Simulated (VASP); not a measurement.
# HgTe in VASP: notebook

HgTe is run at these levels: r2SCAN; tasks: single point, relaxation of cell and atoms.

Everything below comes from runs of VASP 6.6.1. Logs are shortened: lines on timing, memory, paths and dates and some standing lists are left out, and cuts for length are marked.

## (1) The cell of the first run

The typed cell holds 4 atoms: a = 5.715 Å, b = 3.312 Å, c = 5.719 Å, α = 90.00°, β = 90.00°, γ = 90.00°.

## (2) Single point, r2SCAN

File POSCAR:

```
HgTe
1.0
    5.7151684178      0.0000000000      0.0000000000
    0.0000000000      3.3118547304      0.0000000000
    0.0000000000      0.0000000000      5.7194754547
Hg Te
2 2
Direct
    0.7500000000      0.0000000000      0.7500483281
    0.2500000000      0.0000000000      0.2499516719
    0.7500000000      0.5000000000      0.2500347491
    0.2500000000      0.5000000000      0.7499652509
```

File INCAR.step1:

```
ALGO = Normal
EDIFF = 1E-4
ENCUT = 520
GGA = PE
ISMEAR = 0
LASPH = T
LCHARG = F
LREAL = F
LWAVE = T
NBANDS = 26
NELM = 80
PREC = Accurate
SIGMA = 0.1
```

File INCAR.step2:

```
ALGO = Normal
EDIFF = 1E-6
ENCUT = 520
ISIF = 2
ISMEAR = 0
ISTART = 1
LASPH = T
LCHARG = T
LELF = T
LMIXTAU = T
LREAL = F
LVHAR = T
LWAVE = F
METAGGA = R2SCAN
NBANDS = 26
NELM = 80
PREC = Accurate
SIGMA = 0.1
```

File KPOINTS:

```
k-points
0
Gamma
  4 4 4
```

Potentials or basis: VASP PAW PBE potentials, release 64 (Hg, Te).

Run with:

```bash
$ cat potpaw_PBE.64/Hg/POTCAR potpaw_PBE.64/Te/POTCAR > POTCAR
$ cp INCAR.step1 INCAR
$ mpirun -np 1 vasp_std > vasp.out
$ cp INCAR.step2 INCAR
$ mpirun -np 1 vasp_std > vasp.out
```

OUTCAR:

```text
EDIFF = 1E-6
   ENCUT = 520
   ISIF = 2
   ISMEAR = 0
   ISTART = 1
   LASPH = T
   LREAL = F
   METAGGA = R2SCAN
   NELM = 80
   PREC = Accurate

 ion  position               nearest neighbor table
   1  0.750  0.000  0.750-   4 3.30   4 3.30   4 3.30   4 3.30   3 3.30   3 3.30   3 3.30   3 3.30

   2  0.250  0.000  0.250-   3 3.30   3 3.30   3 3.30   3 3.30   4 3.30   4 3.30   4 3.30   4 3.30

   3  0.750  0.500  0.250-   2 3.30   2 3.30   2 3.30   2 3.30   1 3.30   1 3.30   1 3.30   1 3.30

   4  0.250  0.500  0.750-   1 3.30   1 3.30   1 3.30   1 3.30   2 3.30   2 3.30   2 3.30   2 3.30

  LATTYP: Found a simple orthorhombic cell.
 ALAT       =     3.3118547304
 B/A-ratio  =     1.7256700197
 C/A-ratio  =     1.7269705106

  Lattice vectors:

 A1 = (   0.0000000000,  -3.3118547304,   0.0000000000)
 A2 = (   5.7151684178,   0.0000000000,   0.0000000000)
 A3 = (   0.0000000000,   0.0000000000,   5.7194754547)

Analysis of symmetry for initial positions (statically):
=====================================================================
 Subroutine PRICEL returns:
 Original cell was already a primitive cell.

 Routine SETGRP: Setting up the symmetry group for a
 simple orthorhombic supercell.

 Subroutine GETGRP returns: Found  8 space group operations
 (whereof  4 operations were pure point group operations)
 out of a pool of  8 trial point group operations.

The static configuration has the point symmetry C_2h.
 The point group associated with its full space group is D_2h.

Analysis of symmetry for dynamics (positions and initial velocities):
=====================================================================
 Subroutine PRICEL returns:
 Original cell was already a primitive cell.

 Routine SETGRP: Setting up the symmetry group for a
 simple orthorhombic supercell.

 Subroutine GETGRP returns: Found  8 space group operations
 (whereof  4 operations were pure point group operations)
 out of a pool of  8 trial point group operations.

The dynamic configuration has the point symmetry C_2h.
 The point group associated with its full space group is D_2h.

 Subroutine INISYM returns: Found  8 space group operations
 (whereof  4 operations are pure point group operations),
 and found     1 'primitive' translations

----------------------------------------------------------------------------------------

                                     Primitive cell

  volume of cell :     108.2571

  direct lattice vectors                    reciprocal lattice vectors
     5.715168418  0.000000000  0.000000000     0.174972971  0.000000000  0.000000000
     0.000000000  3.311854730  0.000000000     0.000000000  0.301945611  0.000000000
     0.000000000  0.000000000  5.719475455     0.000000000  0.000000000  0.174841208

  length of vectors
     5.715168418  3.311854730  5.719475455     0.174972971  0.301945611  0.174841208

  position of ions in fractional coordinates (direct lattice)
     0.750000000  0.000000000  0.750048328
     0.250000000  0.000000000  0.249951672
     0.750000000  0.500000000  0.250034749
     0.250000000  0.500000000  0.749965251

  ion indices of the primitive-cell ions
   primitive index   ion index
                 1           1
                 2           2
                 3           3
                 4           4

----------------------------------------------------------------------------------------

 KPOINTS: k-points

Automatic generation of k-mesh.
 Grid dimensions read from file:
 generate k-points for:    4    4    4

 Generating k-lattice:

  Cartesian coordinates                     Fractional coordinates (reciprocal lattice)
     0.043743243  0.000000000  0.000000000     0.250000000  0.000000000  0.000000000
     0.000000000  0.075486403  0.000000000     0.000000000  0.250000000  0.000000000
     0.000000000  0.000000000  0.043710302     0.000000000  0.000000000  0.250000000

  Length of vectors
     0.043743243  0.075486403  0.043710302

  Shift w.r.t. Gamma in fractional coordinates (k-lattice)
     0.000000000  0.000000000  0.000000000

 Subroutine IBZKPT returns following result:
 ===========================================

 Found     27 irreducible k-points:

 Following reciprocal coordinates:
            Coordinates               Weight
  0.000000  0.000000  0.000000      1.000000
  0.250000  0.000000  0.000000      2.000000
  0.500000  0.000000  0.000000      1.000000
  0.000000  0.250000  0.000000      2.000000
  0.250000  0.250000  0.000000      4.000000
  0.500000  0.250000  0.000000      2.000000
[... 16 lines left out ...]
  0.250000  0.250000  0.500000      4.000000
  0.500000  0.250000  0.500000      2.000000
 [... further k-points ...]
   k-points           NKPTS =     27   k-points in BZ     NKDIM =     27   number of bands    NBANDS=     26
   number of dos      NEDOS =    301   number of ions     NIONS =      4
   total plane-waves  NPLWV =  64512
   dimension x,y,z NGX =    48 NGY =   28 NGZ =   48
   dimension x,y,z NGXF=    96 NGYF=   56 NGZF=   96
   ions per type =               2   2
   NGX,Y,Z   is equivalent  to a cutoff of  13.96, 14.06, 13.95 a.u.
   NGXF,Y,Z  is equivalent  to a cutoff of  27.93, 28.11, 27.90 a.u.
 SYSTEM =  unknown system
   PREC   = accura    normal or accurate (medium, high low for compatibility)
   ISTART =      1    job   : 0-new  1-cont  2-samecut
   ICHARG =      0    charge: 1-file 2-atom 10-const
   ISPIN  =      1    spin polarized calculation?
   LNONCOLLINEAR =      F non collinear calculations
   LSORBIT =      F    spin-orbit coupling
   LASPH  =      T    aspherical Exc in radial PAW
   ENCUT  =  520.0 eV  38.22 Ry    6.18 a.u.  10.63  6.16 10.63*2*pi/ulx,y,z
   NELM   =     80;   NELMIN=  2; NELMDL=  0     # of ELM steps
   EDIFF  = 0.1E-05   stopping-criterion for ELM
   LREAL  =      F    real-space projection
   EDIFFG = 0.1E-04   stopping-criterion for IOM
   NSW    =      0    number of steps for IOM
   IBRION =     -1    ionic relax: 0-MD 1-quasi-New 2-CG
   NFREE  =      0    steps in history (QN), initial steepest desc. (CG)
   ISIF   =      2    stress and relaxation
   ISYM   =      2    0-nonsym 1-usesym 2-fastsym
   POTIM  = 0.5000    time-step for ionic-motion
   TEBEG  =    0.0;   TEEND  =   0.0 temperature during run
   PSTRESS=    0.0 pullay stress
   NELECT =      36.0000    total number of electrons
   NUPDOWN=      -1.0000    fix difference up-down
   EMIN   =  10.00;   EMAX   =-10.00  energy-range for DOS
   EFERMI =   0.00;   METHOD = LEGACY
   ISMEAR =     0;   SIGMA  =   0.10  broadening in eV -4-tet -1-fermi 0-gaus
   EFERMI_NEDOS =   21; number of points for ismear=-14 and -15
   IALGO  =     38    algorithm
   IMIX   =      4    mixing-type and parameters
     AMIX     =   0.40;   BMIX     =  1.00
     AMIX_MAG =   1.60;   BMIX_MAG =  1.00
  volume/ion in A,a.u.               =      27.06       182.64
  Fermi-wavevector in a.u.,A,eV,Ry     =   1.134201  2.143330 17.502707  1.286413
  Thomas-Fermi vector in A             =   2.270905
   LORBIT       =      0    0 simple, 1 ext, 2 COOP (PROOUT), +10 PAW based schemes
   METAGGA = R2SCAN    functional components
   LHFCALC =     F    Hartree Fock is set to
   AEXX    =    0.0000 exact exchange contribution
   IVDW    =     0    specifies the selected vdW correction
   LEPSILON=     F    determine dielectric tensor
   LRPA    =     F    only Hartree local field effects (RPA)
 non-spin polarized calculation
 Gauss-broadening in eV      SIGMA  =   0.10
  energy-cutoff  :      520.00
  volume of cell :      108.26
 maximum number of plane-waves:      2965
 NGX is ok and might be reduce to    48

 number of electron      36.0000000 magnetization

 Free energy of the ion-electron system (eV)
  ---------------------------------------------------
  ext. energy  EPLUGINS =         0.00000000
  ---------------------------------------------------
  free energy    TOTEN  =      -148.97209169 eV

  energy without entropy =     -148.96129316  energy(sigma->0) =     -148.96669243

 E-fermi :   4.5728     XC(G=0): -10.7586

 val. band max:        4.5247524741   @ k =   0.2500   0.2500   0.2500
 cond. band min:       4.6648339445   @ k =   0.5000   0.5000   0.2500
 fundamental gap:      0.1400814704
 Fermi energy:         4.5728401267

 k-point     1 :       0.0000    0.0000    0.0000
  band No.  band energies     occupation
      1      -8.1430      2.00000
      2      -7.0982      2.00000
      3      -2.4336      2.00000
      4      -2.4053      2.00000
      5      -2.0757      2.00000
      6      -1.7944      2.00000
[... 18 lines left out ...]
     25      13.8190      0.00000
     26      13.8414      0.00000

 k-point     2 :       0.2500    0.0000    0.0000
  band No.  band energies     occupation
      1      -7.9603      2.00000
      2      -7.1939      2.00000
      3      -2.4462      2.00000
      4      -2.4365      2.00000
      5      -2.0407      2.00000
      6      -1.9132      2.00000
[... 18 lines left out ...]
     25      13.4784      0.00000
     26      13.5840      0.00000

 k-point     3 :       0.5000    0.0000    0.0000
  band No.  band energies     occupation
      1      -7.5361      2.00000
      2      -7.5361      2.00000
      3      -2.4818      2.00000
      4      -2.4818      2.00000
      5      -2.0792      2.00000
      6      -2.0792      2.00000
[... 18 lines left out ...]
     25      12.6938      0.00000
     26      12.6938      0.00000

 k-point     4 :       0.0000    0.2500    0.0000
  band No.  band energies     occupation
      1      -7.3886      2.00000
      2      -6.3861      2.00000
      3      -2.1863      2.00000
      4      -2.1849      2.00000
      5      -2.0334      2.00000
      6      -2.0097      2.00000
[... 18 lines left out ...]
     25      12.0790      0.00000
     26      12.5147      0.00000

 k-point     5 :       0.2500    0.2500    0.0000
  band No.  band energies     occupation
      1      -7.2328      2.00000
      2      -6.5125      2.00000
      3      -2.1897      2.00000
      4      -2.1485      2.00000
      5      -2.0096      2.00000
      6      -2.0081      2.00000
[... 18 lines left out ...]
     25      12.2154      0.00000
     26      12.2523      0.00000

 k-point     6 :       0.5000    0.2500    0.0000
  band No.  band energies     occupation
      1      -6.8596      2.00000
      2      -6.8596      2.00000
      3      -2.0662      2.00000
      4      -2.0662      2.00000
      5      -2.0404      2.00000
      6      -2.0404      2.00000
[... 427 lines left out ...]
 k-point    21 :       0.5000    0.0000    0.5000
  band No.  band energies     occupation
      1      -7.3540      2.00000
      2      -7.3540      2.00000
      3      -2.7353      2.00000
      4      -2.7353      2.00000
      5      -2.2636      2.00000
      6      -2.2636      2.00000
[... 18 lines left out ...]
     25      12.3677      0.00000
     26      12.3677      0.00000

 k-point    22 :       0.0000    0.2500    0.5000
  band No.  band energies     occupation
      1      -6.8604      2.00000
      2      -6.8601      2.00000
      3      -2.0675      2.00000
      4      -2.0675      2.00000
      5      -2.0402      2.00000
      6      -2.0400      2.00000
[... 18 lines left out ...]
     25      11.6708      0.00000
     26      11.6714      0.00000

 k-point    23 :       0.2500    0.2500    0.5000
  band No.  band energies     occupation
      1      -6.8083      2.00000
      2      -6.8080      2.00000
      3      -2.0944      2.00000
      4      -2.0943      2.00000
      5      -2.0111      2.00000
      6      -2.0109      2.00000
[... 18 lines left out ...]
     25      12.4430      0.00000
     26      12.4434      0.00000

 k-point    24 :       0.5000    0.2500    0.5000
  band No.  band energies     occupation
      1      -6.7538      2.00000
      2      -6.7538      2.00000
      3      -2.0898      2.00000
      4      -2.0898      2.00000
      5      -1.9924      2.00000
      6      -1.9924      2.00000
[... 18 lines left out ...]
     25      10.9727      0.00000
     26      10.9727      0.00000

 [... further k-points ...]
[... 5 lines left out ...]
  --------------------------------------------------------------------------------------
  -------------------------------------------------------------------------------------
  Total        0.0961617      0.0250840      0.0770282      0.0000000      0.0000000      0.0000000
  in kB        1.4231678      0.3712360      1.1399975      0.0000000      0.0000000      0.0000000
  external PRESSURE =       0.9781337 kB  Pullay stress =       0.0000000 kB

 VOLUME and BASIS-vectors are now :
 -----------------------------------------------------------------------------
  energy-cutoff  :      520.00
  volume of cell :      108.26
      direct lattice vectors                 reciprocal lattice vectors
     5.715168418  0.000000000  0.000000000     0.174972971  0.000000000  0.000000000
     0.000000000  3.311854730  0.000000000     0.000000000  0.301945611  0.000000000
     0.000000000  0.000000000  5.719475455     0.000000000  0.000000000  0.174841208

 POSITION                                       TOTAL-FORCE (eV/Angst)
 -----------------------------------------------------------------------------------
      4.28638      0.00000      4.28988        -0.000000      0.000000     -0.000079
      1.42879      0.00000      1.42959         0.000000      0.000000      0.000079
      4.28638      1.65593      1.43007        -0.000000      0.000000     -0.000179
      1.42879      1.65593      4.28941        -0.000000     -0.000000      0.000179
 -----------------------------------------------------------------------------------
    total drift:                                0.000000     -0.000000      0.000000

  FREE ENERGIE OF THE ION-ELECTRON SYSTEM (eV)
  ---------------------------------------------------
  free  energy   TOTEN  =      -148.9720916906 eV

  energy  without entropy=     -148.9612931620  energy(sigma->0) =     -148.96669243
```

It took 2.1 min on 1 thread of Intel Xeon 6975P-C (Granite Rapids), shared host; peak memory 0.29 GiB.

What came out:

```yaml
Free_energy: -148.9721 eV
Pressure: 0.1 GPa
Band_gap_on_the_k_mesh: zero (band 18 reaches 7.13 eV, above the bottom of band 19 at 3.81 eV)
```

Caveat: the k points lie up to 0.47 Å⁻¹ apart; the PAW data sets were made with another functional, which shifts forces and pressure a little; spin-orbit coupling is left out, which moves the levels of the heavy elements.

## (3) Relaxation of cell and atoms, r2SCAN

This run uses another cell than the first one: it holds 2 atoms, not 4.

File POSCAR:

```
HgTe
1.0
    4.0427573982      0.0000000000      0.0000000000
    0.0000000000      4.0427573982      0.0000000000
    0.0000000000      0.0000000000      3.3118547304
Hg Te
1 1
Direct
    0.5000000000      0.5000000000      0.0000000000
    0.0000000000      0.0000000000      0.5000000000
```

File INCAR.step1:

```
SYSTEM = HgTe
ALGO = Normal
EDIFF = 1E-4
ENCUT = 600
GGA = PE
ISMEAR = 0
LASPH = .TRUE.
LCHARG = .FALSE.
LREAL = .FALSE.
LWAVE = .TRUE.
NELM = 60
PREC = Accurate
SIGMA = 0.1
```

File INCAR.step2:

```
SYSTEM = HgTe
ALGO = Normal
EDIFF = 1E-6
EDIFFG = -0.04
ENCUT = 600
IBRION = 2
ISIF = 3
ISMEAR = 0
ISTART = 1
LASPH = .TRUE.
LCHARG = .FALSE.
LMIXTAU = .TRUE.
LREAL = .FALSE.
LWAVE = .FALSE.
METAGGA = R2SCAN
NELM = 60
NSW = 90
PREC = Accurate
SIGMA = 0.1
```

File KPOINTS:

```
k-points
0
G
  4 4 6
  0 0 0
```

Potentials or basis: VASP PAW PBE potentials, release 64 (Hg, Te).

Run with:

```bash
$ cat potpaw_PBE.64/Hg/POTCAR potpaw_PBE.64/Te/POTCAR > POTCAR
$ cp INCAR.step1 INCAR
$ mpirun -np 1 vasp_std > vasp.out
$ cp INCAR.step2 INCAR
$ mpirun -np 1 vasp_std > vasp.out
```

Wall time 7.6 min (1 thread of Intel Xeon 6975P-C (Granite Rapids), shared host); peak memory 0.2 GiB.

Results (log left out):

```
Free energy                            : -74.4901 eV
Relaxed volume                         : 27.35 Å³/atom
Relaxed cell                           : a = 3.409 Å, b = 3.409 Å, c = 4.707 Å, α = 90.00°, β = 90.00°, γ = 90.00°
Space group after relaxing (to 0.05 Å) : P4/mmm (No. 123)
Energy gained by relaxing              : 162.6 meV/atom
Ionic steps                            : 22
Pressure after relaxing                : 0.0 GPa
Band gap on the k mesh                 : zero (band 9 reaches 6.10 eV, above the bottom of band 10 at 3.84 eV)
```

Stress tensor (GPa, compression positive):
```
-0.12  0.00  0.00
 0.00 -0.12  0.00
 0.00  0.00  0.19
```

Step by step:
```csv
step,energy change (eV),largest force (eV/Å),pressure (GPa),volume (Å³)
1,0.0000,0.0000,1.51,54.13
2,-0.0077,0.0000,-0.37,56.15
3,-0.0080,0.0000,-0.06,55.78
4,-0.0080,0.0000,-0.07,55.81
5,-0.0087,0.0000,-0.12,55.78
6,-0.0120,0.0000,-0.22,55.69
7,-0.0220,0.0000,-0.31,55.47
8,-0.0425,0.0000,-0.20,54.96
9,-0.0566,0.0000,0.90,53.64
10,-0.1862,0.0000,5.74,49.92
11,1.6869,0.0000,45.39,39.27
12,-0.1733,0.0000,8.39,48.38
13,-0.1620,0.0000,9.01,48.09
14,-0.1758,0.0000,8.47,48.34
15,-0.2131,0.0000,7.08,49.11
16,-0.2698,0.0000,4.62,50.66
17,-0.3216,0.0000,0.74,53.87
18,-0.3235,0.0000,0.08,54.57
19,-0.3236,0.0000,-0.04,54.70
20,-0.3238,0.0000,-0.04,54.70
21,-0.3245,0.0000,-0.03,54.70
22,-0.3252,0.0000,-0.01,54.69
```

Final structure:
```yaml
crystal:
  lattice:
    - [3.40891, 0.00000, 0.00000]
    - [0.00000, 3.40891, 0.00000]
    - [0.00000, 0.00000, 4.70667]
  atoms:
    - { symbol: Hg, position: [0.50000, 0.50000, 0.00000] }
    - { symbol: Te, position: [0.00000, 0.00000, 0.50000] }
```

Levels at points of the mesh, in eV from the Fermi level:
| k point | band 6 | band 7 | band 8 | band 9 | band 10 | band 11 | band 12 | band 13 |
| --- | --- | --- | --- | --- | --- | --- | --- | --- |
| (0.00, 0.00, 0.00) | -6.34 | -3.60 | -3.48 | 0.58 | 0.58 | 6.54 | 6.57 | 9.13 |
| (0.50, 0.00, 0.00) | -6.48 | -5.24 | -0.84 | 0.32 | 1.60 | 2.04 | 2.99 | 7.89 |
| (0.50, 0.50, 0.00) | -6.02 | -4.21 | -4.21 | -1.28 | -0.63 | 4.50 | 4.50 | 7.55 |
| (0.00, 0.00, 0.50) | -6.61 | -6.34 | 1.22 | 1.22 | 2.51 | 4.99 | 6.41 | 7.67 |
| (0.50, 0.00, 0.50) | -6.43 | -5.30 | -3.86 | -3.09 | 1.93 | 6.19 | 8.35 | 8.84 |
| (0.50, 0.50, 0.50) | -6.02 | -2.90 | -2.90 | -0.68 | -0.47 | 1.53 | 1.53 | 1.89 |

Caveat: the k points lie up to 0.46 Å⁻¹ apart in the final cell; the PAW data sets were made with another functional, which shifts forces and pressure a little; spin-orbit coupling is left out, which moves the levels of the heavy elements.
